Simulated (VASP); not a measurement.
# Ag (P-1) in VASP: notebook, part 2 of 2

VASP 6.6.1.

### 3 Single point, PBE

File INCAR:

```
  PREC = Accurate
  ENCUT = 520
  EDIFF = 1E-6
  ISMEAR = -1
  SIGMA = 0.05
  LREAL = F
  LASPH = T
  NELM = 100
  ALGO = Normal
  ISIF = 2
  LWAVE = F
  LCHARG = T
  GGA = PE
  LELF = T
  LVHAR = T
  NBANDS = 12
```

File KPOINTS:

```
regular mesh
0
Gamma
  8 8 8
```

File POSCAR:

```
Ag
1.0
   -1.6103805100      1.6535326600      1.6181576800
    1.6593070500     -1.6605473000      1.6740988600
    1.6393304800      1.6894972700     -1.6251723200
Ag
1
Direct
    0.0000000000      0.0000000000      0.0000000000
```

Potentials or basis: VASP PAW PBE potentials, release 64 (Ag).

Run with:

```console
$ cat potpaw_PBE.64/Ag/POTCAR > POTCAR
$ mpirun -np 1 vasp_std > vasp.out
```

OUTCAR:

```text
PREC = Accurate
   ENCUT = 520
   EDIFF = 1E-6
   ISMEAR = -1
   LREAL = F
   LASPH = T
   NELM = 100
   ISIF = 2
   GGA = PE

 ion  position               nearest neighbor table
   1  0.000  0.000  0.000-

  LATTYP: Found a triclinic cell.
 ALAT       =     8.1541336646
 B/A-ratio  =     0.3535977825
 C/A-ratio  =     0.5810057972
 COS(alpha) =     0.0005620897
 COS(beta)  =     0.2946861589
 COS(gamma) =     0.9417683507

  Lattice vectors:

 A1 = (   3.2896641300,  -6.6641245300,   3.3552123600)
 A2 = (   1.6593070500,  -1.6605473000,   1.6740988600)
 A3 = (  -3.3275875000,  -3.3719799000,  -0.0419119000)

Analysis of symmetry for initial positions (statically):
=====================================================================
 Subroutine PRICEL returns:
 Original cell was already a primitive cell.

 Routine SETGRP: Setting up the symmetry group for a
 triclinic supercell.

 Subroutine GETGRP returns: Found  2 space group operations
 (whereof  2 operations were pure point group operations)
 out of a pool of  2 trial point group operations.

The static configuration has the point symmetry S_2 .

Analysis of symmetry for dynamics (positions and initial velocities):
=====================================================================
 Subroutine PRICEL returns:
 Original cell was already a primitive cell.

 Routine SETGRP: Setting up the symmetry group for a
 triclinic supercell.

 Subroutine GETGRP returns: Found  2 space group operations
 (whereof  2 operations were pure point group operations)
 out of a pool of  2 trial point group operations.

The dynamic configuration has the point symmetry S_2 .

 Subroutine INISYM returns: Found  2 space group operations
 (whereof  2 operations are pure point group operations),
 and found     1 'primitive' translations

----------------------------------------------------------------------------------------

                                     Primitive cell

  volume of cell :      18.1471

  direct lattice vectors                    reciprocal lattice vectors
    -1.610380510  1.653532660  1.618157680    -0.007147690  0.299830639  0.304488093
     1.659307050 -1.660547300  1.674098860     0.298733347 -0.001958955  0.299299358
     1.639330480  1.689497270 -1.625172320     0.300610010  0.296518567 -0.003835617

  length of vectors
     2.818852590  2.883283582  2.860592686     0.427390337  0.422877708  0.422260998

  position of ions in fractional coordinates (direct lattice)
     0.000000000  0.000000000  0.000000000

  ion indices of the primitive-cell ions
   primitive index   ion index
                 1           1

----------------------------------------------------------------------------------------

 KPOINTS: regular mesh

Automatic generation of k-mesh.
 Grid dimensions read from file:
 generate k-points for:    8    8    8

 Generating k-lattice:

  Cartesian coordinates                     Fractional coordinates (reciprocal lattice)
    -0.000893461  0.037478830  0.038061012     0.125000000  0.000000000 -0.000000000
     0.037341668 -0.000244869  0.037412420     0.000000000  0.125000000 -0.000000000
     0.037576251  0.037064821 -0.000479452    -0.000000000  0.000000000  0.125000000

  Length of vectors
     0.053423792  0.052859713  0.052782625

  Shift w.r.t. Gamma in fractional coordinates (k-lattice)
     0.000000000  0.000000000  0.000000000

 Subroutine IBZKPT returns following result:
 ===========================================

 Found    260 irreducible k-points:

 Following reciprocal coordinates:
            Coordinates               Weight
  0.000000  0.000000  0.000000      1.000000
  0.125000  0.000000  0.000000      2.000000
  0.250000  0.000000  0.000000      2.000000
  0.375000  0.000000 -0.000000      2.000000
  0.500000  0.000000  0.000000      1.000000
 -0.000000  0.125000 -0.000000      2.000000
[... 16 lines left out ...]
  0.125000  0.375000 -0.000000      2.000000
  0.250000  0.375000  0.000000      2.000000
 [... further k-points ...]
   k-points           NKPTS =    260   k-points in BZ     NKDIM =    260   number of bands    NBANDS=     12
   number of dos      NEDOS =    301   number of ions     NIONS =      1
   total plane-waves  NPLWV =  13824
   dimension x,y,z NGX =    24 NGY =   24 NGZ =   24
   dimension x,y,z NGXF=    48 NGYF=   48 NGZF=   48
   ions per type =               1
   NGX,Y,Z   is equivalent  to a cutoff of  14.15, 13.84, 13.95 a.u.
   NGXF,Y,Z  is equivalent  to a cutoff of  28.31, 27.68, 27.90 a.u.
 SYSTEM =  unknown system
   PREC   = accura    normal or accurate (medium, high low for compatibility)
   ISTART =      0    job   : 0-new  1-cont  2-samecut
   ICHARG =      2    charge: 1-file 2-atom 10-const
   ISPIN  =      1    spin polarized calculation?
   LNONCOLLINEAR =      F non collinear calculations
   LSORBIT =      F    spin-orbit coupling
   LASPH  =      T    aspherical Exc in radial PAW
   ENCUT  =  520.0 eV  38.22 Ry    6.18 a.u.   5.24  5.36  5.32*2*pi/ulx,y,z
   NELM   =    100;   NELMIN=  2; NELMDL= -5     # of ELM steps
   EDIFF  = 0.1E-05   stopping-criterion for ELM
   LREAL  =      F    real-space projection
   EDIFFG = 0.1E-04   stopping-criterion for IOM
   NSW    =      0    number of steps for IOM
   IBRION =     -1    ionic relax: 0-MD 1-quasi-New 2-CG
   NFREE  =      0    steps in history (QN), initial steepest desc. (CG)
   ISIF   =      2    stress and relaxation
   ISYM   =      2    0-nonsym 1-usesym 2-fastsym
   POTIM  = 0.5000    time-step for ionic-motion
   TEBEG  =    0.0;   TEEND  =   0.0 temperature during run
   PSTRESS=    0.0 pullay stress
   NELECT =      11.0000    total number of electrons
   NUPDOWN=      -1.0000    fix difference up-down
   EMIN   =  10.00;   EMAX   =-10.00  energy-range for DOS
   EFERMI =   0.00;   METHOD = LEGACY
   ISMEAR =    -1;   SIGMA  =   0.05  broadening in eV -4-tet -1-fermi 0-gaus
   EFERMI_NEDOS =   21; number of points for ismear=-14 and -15
   IALGO  =     38    algorithm
   IMIX   =      4    mixing-type and parameters
     AMIX     =   0.40;   BMIX     =  1.00
     AMIX_MAG =   1.60;   BMIX_MAG =  1.00
  volume/ion in A,a.u.               =      18.15       122.46
  Fermi-wavevector in a.u.,A,eV,Ry     =   1.385489  2.618195 26.117482  1.919581
  Thomas-Fermi vector in A             =   2.509895
   LORBIT       =      0    0 simple, 1 ext, 2 COOP (PROOUT), +10 PAW based schemes
   GGA     = PE    functional components
   LHFCALC =     F    Hartree Fock is set to
   AEXX    =    0.0000 exact exchange contribution
   IVDW    =     0    specifies the selected vdW correction
   LEPSILON=     F    determine dielectric tensor
   LRPA    =     F    only Hartree local field effects (RPA)
 non-spin polarized calculation
  energy-cutoff  :      520.00
  volume of cell :       18.15
 maximum number of plane-waves:       499
 NGX is ok and might be reduce to    24
   NGX = 11   NGY = 11   NGZ = 11

 number of electron      11.0000000 magnetization

 Free energy of the ion-electron system (eV)
  ---------------------------------------------------
  ext. energy  EPLUGINS =         0.00000000
  ---------------------------------------------------
  free energy    TOTEN  =        -2.64287517 eV

  energy without entropy =       -2.63564125  energy(sigma->0) =       -2.63925821

 E-fermi :   7.7303     XC(G=0): -11.8418

 val. band max:        7.7196317339   @ k =  -0.0000   0.3750   0.5000
 cond. band min:       7.7465364697   @ k =   0.5000   0.5000  -0.0000
 fundamental gap:      0.0269047357
 Fermi energy:         7.7303300602

 k-point     1 :       0.0000    0.0000    0.0000
  band No.  band energies     occupation
      1       0.2788      2.00000
      2       2.7311      2.00000
      3       2.9255      2.00000
      4       3.0164      2.00000
      5       4.0665      2.00000
      6       4.1361      2.00000
      7      25.0291      0.00000
      8      25.2902      0.00000
      9      25.6618      0.00000
     10      30.2863      0.00000
     11      30.5740      0.00000
     12      31.1485      0.00000
[... 331 lines left out ...]
 k-point    24 :       0.2500    0.3750    0.0000
  band No.  band energies     occupation
      1       2.0538      2.00000
      2       2.5830      2.00000
      3       3.2372      2.00000
      4       4.0730      2.00000
      5       4.3998      2.00000
      6      10.5275      0.00000
      7      11.6837      0.00000
      8      15.0421      0.00000
      9      21.3545      0.00000
     10      27.6132      0.00000
     11      29.8999      0.00000
     12      35.0140      0.00000

 [... further k-points ...]

------------------------ aborting loop because EDIFF is reached ----------------------------------------

  FORCE on cell =-STRESS in cart. coord.  units (eV):
  Direction    XX          YY          ZZ          XY          YZ          ZX
  --------------------------------------------------------------------------------------
  -------------------------------------------------------------------------------------
  Total       -0.0858581     -0.0314818     -0.0825357      0.0242045      0.0389570      0.0208488
  in kB       -7.5802621     -2.7794744     -7.2869356      2.1369759      3.4394444      1.8407012
  external PRESSURE =      -5.8822240 kB  Pullay stress =       0.0000000 kB

 VOLUME and BASIS-vectors are now :
 -----------------------------------------------------------------------------
  energy-cutoff  :      520.00
  volume of cell :       18.15
      direct lattice vectors                 reciprocal lattice vectors
    -1.610380510  1.653532660  1.618157680    -0.007147690  0.299830639  0.304488093
     1.659307050 -1.660547300  1.674098860     0.298733347 -0.001958955  0.299299358
     1.639330480  1.689497270 -1.625172320     0.300610010  0.296518567 -0.003835617

 POSITION                                       TOTAL-FORCE (eV/Angst)
 -----------------------------------------------------------------------------------
      0.00000      0.00000      0.00000         0.000000      0.000000      0.000000
 -----------------------------------------------------------------------------------
    total drift:                                0.000000      0.000000      0.000000

  FREE ENERGIE OF THE ION-ELECTRON SYSTEM (eV)
  ---------------------------------------------------
  free  energy   TOTEN  =        -2.6428751689 eV

  energy  without entropy=       -2.6356412542  energy(sigma->0) =       -2.63925821
```

OSZICAR:

```text
N       E                     dE             d eps       ncg     rms          rms(c)
DAV:   1     0.521092153887E+02    0.52109E+02   -0.54532E+03  6328   0.819E+02
DAV:   2    -0.207079068741E+01   -0.54180E+02   -0.51257E+02  7276   0.192E+02
DAV:   3    -0.287671635976E+01   -0.80593E+00   -0.80520E+00  7244   0.248E+01
DAV:   4    -0.287916831876E+01   -0.24520E-02   -0.24518E-02  7084   0.143E+00
DAV:   5    -0.287918838130E+01   -0.20063E-04   -0.20062E-04  7168   0.117E-01    0.448E+00
DAV:   6    -0.265100376926E+01    0.22818E+00   -0.95298E-01  6904   0.858E+00    0.305E+00
DAV:   7    -0.264527830309E+01    0.57255E-02   -0.55577E-03  7008   0.731E-01    0.175E+00
DAV:   8    -0.264285935787E+01    0.24189E-02   -0.74059E-04  7032   0.217E-01    0.654E-02
DAV:   9    -0.264287012820E+01   -0.10770E-04   -0.93033E-06  6844   0.259E-02    0.221E-02
DAV:  10    -0.264287539082E+01   -0.52626E-05   -0.39480E-06  7208   0.192E-02    0.320E-03
DAV:  11    -0.264287516891E+01    0.22192E-06   -0.65869E-08  3712   0.218E-03
   1 F= -.26428752E+01 E0= -.26392582E+01  d E =-.723391E-02
```

Run time: 77 s. Hardware: 1 thread of Intel Xeon Platinum 8375C at 2.90GHz (Ice Lake), shared host; peak memory 0.18 GiB.

Results:

* Free energy: -2.6429 eV
* Pressure: -0.6 GPa
* Band gap on the k mesh: zero (an odd number of electrons rules out a gap without spin polarisation)

### 4 Single point, PBEsol

File INCAR:

```
ALGO     = Normal         # electronic algorithm
EDIFF    = 1E-6           # SCF threshold, eV
ENCUT    = 520            # plane-wave cutoff, eV
GGA      = PS             # functional
ISIF     = 2              # what is computed and relaxed
ISMEAR   = 1              # smearing method
LASPH    = True           # aspherical terms in the spheres
LCHARG   = True           # write CHGCAR
LELF     = True           # ELF
LREAL    = False          # projectors in reciprocal space
LVHAR    = True         
LWAVE    = False          # write WAVECAR
NBANDS   = 12             # bands
NELM     = 80             # most SCF steps
PREC     = Accurate       # precision mode
SIGMA    = 0.1            # smearing width, eV
```

File KPOINTS:

```
k-points
0
Gamma
  8 8 8
```

POSCAR is that of step 3.

Run with:

```console
$ cat potpaw_PBE.64/Ag/POTCAR > POTCAR
$ mpirun -np 1 vasp_std > vasp.out
```

It took 71 s on 1 thread of Intel Xeon Platinum 8375C at 2.90GHz (Ice Lake), shared host; peak memory 0.18 GiB.

The run converged. Its results:

| Item | Value |
| --- | --- |
| Free energy | -3.1908 eV |
| Pressure | -7.2 GPa |
| Band gap on the k mesh | zero (an odd number of electrons rules out a gap without spin polarisation) |

Stress tensor (GPa, compression positive):
```
-7.23  0.53  0.48
 0.53 -7.16  0.63
 0.48  0.63 -7.16
```

Levels at points of the mesh, in eV from the Fermi level:
```
           k point  band 2  band 3  band 4  band 5  band 6  band 7  band 8  band 9  band 10  band 11
(0.00, 0.00, 0.00)   -4.94   -4.74   -4.65   -3.59   -3.52   17.29   17.55   17.92    22.53    22.82
(0.50, 0.00, 0.00)   -5.45   -3.64   -3.46   -2.64   -0.07    3.70   12.98   13.87    19.13    20.29
(0.00, 0.50, 0.00)   -5.60   -3.53   -3.37   -2.68   -0.19    3.47   12.89   13.91    19.09    20.18
(0.50, 0.50, 0.00)   -5.41   -3.66   -3.49   -2.63   -0.01    3.81   12.86   13.89    19.01    20.33
(0.00, 0.00, 0.50)   -5.50   -3.62   -3.42   -2.68   -0.21    3.45   12.97   14.25    19.18    20.57
(0.50, 0.00, 0.50)   -5.46   -3.59   -3.49   -2.59    0.15    4.09   12.62   13.37    18.73    19.84
(0.00, 0.50, 0.50)   -5.48   -3.62   -3.44   -2.66   -0.13    3.60   12.73   14.24    18.95    20.56
(0.50, 0.50, 0.50)   -6.06   -2.95   -2.89   -2.76    6.30    6.65    6.77   11.78    12.79    13.01
```

Caveat: the cell stands under tension; the PAW data sets were made with another functional, which shifts forces and pressure a little.

### 5 Single point, PBEsol

File INCAR:

```
SYSTEM = Ag
ALGO = Normal ; EDIFF = 1E-6
ENCUT = 520 ; GGA = PS
ISIF = 2 ; ISMEAR = 1
LASPH = .True. ; LCHARG = .True.
LELF = .True. ; LREAL = .False.
LVHAR = .True. ; LWAVE = .False.
NBANDS = 12 ; NELM = 100
PREC = Accurate ; SIGMA = 0.1
```

File KPOINTS:

```
k-points
0
Gamma
  10 10 10
  0 0 0
```

POSCAR is that of step 4.

Run with:

```console
$ cat potpaw_PBE.64/Ag/POTCAR > POTCAR
$ mpirun -np 1 vasp_std > vasp.out
```

It took 2.1 min on 1 thread of Intel Xeon Platinum 8375C at 2.90GHz (Ice Lake), shared host; peak memory 0.23 GiB.

Results (log left out):

```yaml
Free_energy: -3.2078 eV
Pressure: -7.1 GPa
Band_gap_on_the_k_mesh: zero (an odd number of electrons rules out a gap without spin polarisation)
```

Stress tensor (GPa, compression positive):
```
-7.16  0.14 -0.43
 0.14 -6.73  0.37
-0.43  0.37 -7.49
```

Levels at points of the mesh, in eV from the Fermi level:
| k point | band 4 | band 5 | band 6 | band 7 | band 8 | band 9 |
| --- | --- | --- | --- | --- | --- | --- |
| (0.00, 0.00, 0.00) | -4.61 | -3.54 | -3.47 | 17.33 | 17.59 | 17.96 |
| (0.50, 0.00, 0.00) | -3.42 | -2.60 | -0.03 | 3.74 | 13.03 | 13.91 |
| (0.00, 0.50, 0.00) | -3.32 | -2.64 | -0.15 | 3.51 | 12.94 | 13.95 |
| (0.50, 0.50, 0.00) | -3.45 | -2.58 | 0.03 | 3.86 | 12.90 | 13.93 |
| (0.00, 0.00, 0.50) | -3.37 | -2.64 | -0.16 | 3.49 | 13.02 | 14.29 |
| (0.50, 0.00, 0.50) | -3.45 | -2.54 | 0.19 | 4.13 | 12.66 | 13.41 |
| (0.00, 0.50, 0.50) | -3.39 | -2.61 | -0.08 | 3.64 | 12.78 | 14.28 |
| (0.50, 0.50, 0.50) | -2.84 | -2.71 | 6.34 | 6.70 | 6.81 | 11.83 |

Caveat: the cell stands under tension; the PAW data sets were made with another functional, which shifts forces and pressure a little.

### 6 Summary

```tsv
level	k mesh	smearing	gap on the mesh (eV)	pressure (GPa)
PBE	8 × 8 × 8	fermi-dirac 0.05 eV	none	-0.6
PBEsol	8 × 8 × 8	methfessel-paxton 0.1 eV	none	-7.2
PBEsol	10 × 10 × 10	methfessel-paxton 0.1 eV	none	-7.1
```

Alike in all rows: task single point; potentials or basis VASP PAW PBE potentials, release 64 (Ag); no spin polarisation; cell as given; cutoff (eV) 520.

The pressure there spans -7.2 GPa (PBEsol) to -0.6 GPa (PBE); a positive pressure means that this level wants a larger cell, a negative one a smaller.

Caveats: the cell stands under tension (at least some runs); the PAW data sets were made with another functional, which shifts forces and pressure a little (at least some runs).

Total energies depend on the potentials used, so only differences within one code and one set of settings carry meaning.

The gap in the log of VASP goes by the Fermi energy; the results here count the filled bands.